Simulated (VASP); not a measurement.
# CsRb3Tb (R-3m) in VASP: notebook

CsRb3Tb is run at these levels: PBE; tasks: single point, relaxation of cell and atoms.

Everything below comes from runs of VASP 6.6.1. Logs are shortened: lines on timing, memory, paths and dates and some standing lists are left out, and cuts for length are marked.

## 1. The cell of the first run

The structure is trigonal, space group R-3m (No. 166). Conventional cell: a = 7.123 Å, b = 7.123 Å, c = 15.805 Å, α = 90.00°, β = 90.00°, γ = 120.00°. Cs (site symmetry -3m) has 6 Rb at 3.56 Å and 6 Tb at 4.88 Å within 4.9 Å. Rb (site symmetry 2/m) has 2 Tb at 3.34 Å and 2 Cs at 3.56 Å and 4 Rb at 3.56 Å within 4.4 Å. Within 4.4 Å of Tb (site symmetry -3m) lie 6 Rb at 3.34 Å.

The cell was generated, and may not be a known phase.

## 2. Single point, PBE

INCAR

```
SYSTEM = CsRb3Tb
PREC = Accurate
ENCUT = 500
EDIFF = 1E-6
ISMEAR = 0
SIGMA = 0.1
LREAL = .FALSE.
LASPH = .TRUE.
NELM = 200
ALGO = Normal
ISIF = 2
LWAVE = .FALSE.
LCHARG = .TRUE.
GGA = PE
LELF = .TRUE.
LVHAR = .TRUE.
NBANDS = 30
GGA_COMPAT = .FALSE.
LMAXMIX = 6
```

KPOINTS

```
Automatic mesh
0
G
  3 3 3
  0 0 0
```

POSCAR

```
CsRb3Tb
1.0
    3.5614233800      2.0561887500      5.2684336700
   -3.5614233800      2.0561887500      5.2684336700
    0.0000000000     -4.1123775000      5.2684336700
Cs Rb Tb
1 3 1
Direct
    0.5000000000      0.5000000000      0.5000000000
    0.0000000000      0.0000000000      0.5000000000
    0.5000000000      0.0000000000      0.0000000000
    0.0000000000      0.5000000000      0.0000000000
    0.0000000000      0.0000000000      0.0000000000
```

Potentials or basis: VASP PAW PBE potentials, release 64 (Cs_sv, Rb_sv, Tb_3), 4f in core.

On the command line:

```bash
cat potpaw_PBE.64/Cs_sv/POTCAR potpaw_PBE.64/Rb_sv/POTCAR potpaw_PBE.64/Tb_3/POTCAR > POTCAR
mpirun -np 1 vasp_std > vasp.out
```

OUTCAR:

```text
SYSTEM = CsRb3Tb
   PREC = Accurate
   ENCUT = 500
   EDIFF = 1E-6
   ISMEAR = 0
   LREAL = .FALSE.
   LASPH = .TRUE.
   NELM = 200
   ISIF = 2
   GGA = PE

 ion  position               nearest neighbor table
   1  0.500  0.500  0.500-   2 3.56   2 3.56   3 3.56   3 3.56   4 3.56   4 3.56
   2  0.000  0.000  0.500-   5 3.34   5 3.34   1 3.56   1 3.56   4 3.56   4 3.56   3 3.56   3 3.56
                             4 5.66   3 5.66   4 5.66   3 5.66
   3  0.500  0.000  0.000-   5 3.34   5 3.34   4 3.56   4 3.56   1 3.56   2 3.56   2 3.56   1 3.56
                             2 5.66   2 5.66   4 5.66   4 5.66
   4  0.000  0.500  0.000-   5 3.34   5 3.34   3 3.56   3 3.56   1 3.56   2 3.56   1 3.56   2 3.56
                             2 5.66   2 5.66   3 5.66   3 5.66
   5  0.000  0.000  0.000-   3 3.34   4 3.34   4 3.34   3 3.34   2 3.34   2 3.34

  LATTYP: Found a trigonal (rhomboedric) cell.
 ALAT       =     6.6834154444
 COS(alpha) =     0.4320889870

  Lattice vectors:

 A1 = (   3.5614233800,   2.0561887500,   5.2684336700)
 A2 = (  -3.5614233800,   2.0561887500,   5.2684336700)
 A3 = (   0.0000000000,  -4.1123775000,   5.2684336700)

Analysis of symmetry for initial positions (statically):
=====================================================================
 Subroutine PRICEL returns:
 Original cell was already a primitive cell.

 Routine SETGRP: Setting up the symmetry group for a
 trigonal (rhombohedral) supercell.

 Subroutine GETGRP returns: Found 12 space group operations
 (whereof 12 operations were pure point group operations)
 out of a pool of 12 trial point group operations.

The static configuration has the point symmetry D_3d.

Analysis of symmetry for dynamics (positions and initial velocities):
=====================================================================
 Subroutine PRICEL returns:
 Original cell was already a primitive cell.

 Routine SETGRP: Setting up the symmetry group for a
 trigonal (rhombohedral) supercell.

 Subroutine GETGRP returns: Found 12 space group operations
 (whereof 12 operations were pure point group operations)
 out of a pool of 12 trial point group operations.

The dynamic configuration has the point symmetry D_3d.

 Subroutine INISYM returns: Found 12 space group operations
 (whereof 12 operations are pure point group operations),
 and found     1 'primitive' translations

----------------------------------------------------------------------------------------
[... 81 lines left out ...]
   LREAL  =      F    real-space projection
   EDIFFG = 0.1E-04   stopping-criterion for IOM
   NSW    =      0    number of steps for IOM
   IBRION =     -1    ionic relax: 0-MD 1-quasi-New 2-CG
   NFREE  =      0    steps in history (QN), initial steepest desc. (CG)
   ISIF   =      2    stress and relaxation
   ISYM   =      2    0-nonsym 1-usesym 2-fastsym
   POTIM  = 0.5000    time-step for ionic-motion
   TEBEG  =    0.0;   TEEND  =   0.0 temperature during run
   PSTRESS=    0.0 pullay stress
   NELECT =      45.0000    total number of electrons
   NUPDOWN=      -1.0000    fix difference up-down
   EMIN   =  10.00;   EMAX   =-10.00  energy-range for DOS
   EFERMI =   0.00;   METHOD = LEGACY
   ISMEAR =     0;   SIGMA  =   0.10  broadening in eV -4-tet -1-fermi 0-gaus
   EFERMI_NEDOS =   21; number of points for ismear=-14 and -15
   IALGO  =     38    algorithm
   IMIX   =      4    mixing-type and parameters
     AMIX     =   0.40;   BMIX     =  1.00
     AMIX_MAG =   1.60;   BMIX_MAG =  1.00
  volume/ion in A,a.u.               =      46.30       312.43
  Fermi-wavevector in a.u.,A,eV,Ry     =   0.948359  1.792138 12.236861  0.899384
  Thomas-Fermi vector in A             =   2.076539
   LORBIT       =      0    0 simple, 1 ext, 2 COOP (PROOUT), +10 PAW based schemes
   GGA     = PE    functional components
   LHFCALC =     F    Hartree Fock is set to
   AEXX    =    0.0000 exact exchange contribution
   IVDW    =     0    specifies the selected vdW correction
   LEPSILON=     F    determine dielectric tensor
   LRPA    =     F    only Hartree local field effects (RPA)
 non-spin polarized calculation
 Gauss-broadening in eV      SIGMA  =   0.10
  energy-cutoff  :      500.00
  volume of cell :      231.48
 maximum number of plane-waves:      5897
 NGX is ok and might be reduce to    50
   NGX = 25   NGY = 25   NGZ = 25

 number of electron      44.9999999 magnetization

 Free energy of the ion-electron system (eV)
  ---------------------------------------------------
  ext. energy  EPLUGINS =         0.00000000
  ---------------------------------------------------
  free energy    TOTEN  =        -1.44026137 eV

  energy without entropy =       -1.38975823  energy(sigma->0) =       -1.41500980

 E-fermi :   2.0996     XC(G=0):  -7.6761

 val. band max:        2.0502285977   @ k =   0.0000   0.0000   0.0000
 cond. band min:       2.1771511584   @ k =   0.3333  -0.0000   0.0000
 fundamental gap:      0.1269225607
 Fermi energy:         2.0996238387

 k-point     1 :       0.0000    0.0000    0.0000
  band No.  band energies     occupation
      1     -26.9128      2.00000
      2     -26.7594      2.00000
      3     -26.7594      2.00000
      4     -21.5829      2.00000
      5     -21.5176      2.00000
      6     -21.5176      2.00000
[... 187 lines left out ...]
     29       3.7977      0.00000
     30       3.9086      0.00000

------------------------ aborting loop because EDIFF is reached ----------------------------------------

  FORCE on cell =-STRESS in cart. coord.  units (eV):
  Direction    XX          YY          ZZ          XY          YZ          ZX
  --------------------------------------------------------------------------------------
  -------------------------------------------------------------------------------------
  Total       10.2001258     10.2001258      5.0538200      0.0000000     -0.0000000      0.0000000
  in kB       70.5987088     70.5987090     34.9792907      0.0000000     -0.0000000      0.0000000
  external PRESSURE =      58.7255695 kB  Pullay stress =       0.0000000 kB

 VOLUME and BASIS-vectors are now :
 -----------------------------------------------------------------------------
  energy-cutoff  :      500.00
  volume of cell :      231.48
      direct lattice vectors                 reciprocal lattice vectors
     3.561423380  2.056188750  5.268433670     0.140393305  0.081056113  0.063269912
    -3.561423380  2.056188750  5.268433670    -0.140393305  0.081056113  0.063269912
     0.000000000 -4.112377500  5.268433670     0.000000000 -0.162112225  0.063269912

 POSITION                                       TOTAL-FORCE (eV/Angst)
 -----------------------------------------------------------------------------------
      0.00000      0.00000      7.90265        -0.000000     -0.000000      0.000000
      0.00000     -2.05619      2.63422        -0.000000      0.000000     -0.000000
      1.78071      1.02809      2.63422        -0.000000      0.000000     -0.000000
     -1.78071      1.02809      2.63422         0.000000      0.000000      0.000000
      0.00000      0.00000      0.00000        -0.000000      0.000000      0.000000
 -----------------------------------------------------------------------------------
    total drift:                               -0.000000      0.000000     -0.000000

  FREE ENERGIE OF THE ION-ELECTRON SYSTEM (eV)
  ---------------------------------------------------
  free  energy   TOTEN  =        -1.4402613650 eV

  energy  without entropy=       -1.3897582335  energy(sigma->0) =       -1.41500980
```

OSZICAR:

```text
N       E                     dE             d eps       ncg     rms          rms(c)
DAV:   1     0.308788024511E+03    0.30879E+03   -0.18486E+04   360   0.120E+03
DAV:   2     0.264087231242E+02   -0.28238E+03   -0.27684E+03   460   0.286E+02
DAV:   3    -0.126472410323E+01   -0.27673E+02   -0.27205E+02   528   0.755E+01
DAV:   4    -0.239209665173E+01   -0.11274E+01   -0.11009E+01   520   0.152E+01
DAV:   5    -0.243728568137E+01   -0.45189E-01   -0.45163E-01   528   0.210E+00    0.929E+00
DAV:   6    -0.161192044859E+01    0.82537E+00   -0.81526E+00   468   0.570E+00    0.780E+00
DAV:   7    -0.145610187505E+01    0.15582E+00   -0.78526E-01   450   0.224E+00    0.545E+00
DAV:   8    -0.148287315715E+01   -0.26771E-01   -0.52688E-01   462   0.216E+00    0.143E+00
DAV:   9    -0.144005757199E+01    0.42816E-01   -0.24790E-01   474   0.101E+00    0.386E-01
DAV:  10    -0.144028867096E+01   -0.23110E-03   -0.79160E-03   452   0.325E-01    0.106E-01
DAV:  11    -0.144022612528E+01    0.62546E-04   -0.76108E-04   512   0.905E-02    0.553E-02
DAV:  12    -0.144026946579E+01   -0.43341E-04   -0.18725E-04   474   0.479E-02    0.461E-02
DAV:  13    -0.144026156726E+01    0.78985E-05   -0.49890E-05   474   0.185E-02    0.780E-03
DAV:  14    -0.144026136505E+01    0.20221E-06   -0.24298E-06   344   0.716E-03
   1 F= -.14402614E+01 E0= -.14150098E+01  d E =-.505031E-01
```

It took 37 s on 1 thread of AMD EPYC 9R45 (Zen 5), shared host; peak memory 0.32 GiB.

What came out:

```yaml
Free_energy: -1.4403 eV
Pressure: 5.9 GPa
Band_gap_on_the_k_mesh: zero (an odd number of electrons rules out a gap without spin polarisation)
```

Stress tensor (GPa, compression positive):
```
7.06 0.00 0.00
0.00 7.06 0.00
0.00 0.00 3.50
```

Levels at points of the mesh, in eV from the Fermi level:
| k point | band 19 | band 20 | band 21 | band 22 | band 23 | band 24 | band 25 | band 26 | band 27 | band 28 |
| --- | --- | --- | --- | --- | --- | --- | --- | --- | --- | --- |
| (0.00, 0.00, 0.00) | -10.26 | -2.76 | -0.90 | -0.61 | -0.61 | -0.05 | -0.05 | 0.78 | 1.12 | 1.12 |

Caveat: the k points lie up to 0.36 Å⁻¹ apart, too coarse for converged energies and pressures of a metal; spin-orbit coupling is left out, which moves the levels of the heavy elements; the 4f electrons are frozen in the core, so they carry no moment and show no levels. Spin polarisation is off, so any magnetic state and its effect on volume and gap are missing.

(Continued in part 2 of 2.)

The gap in the log of VASP goes by the Fermi energy; the results here count the filled bands.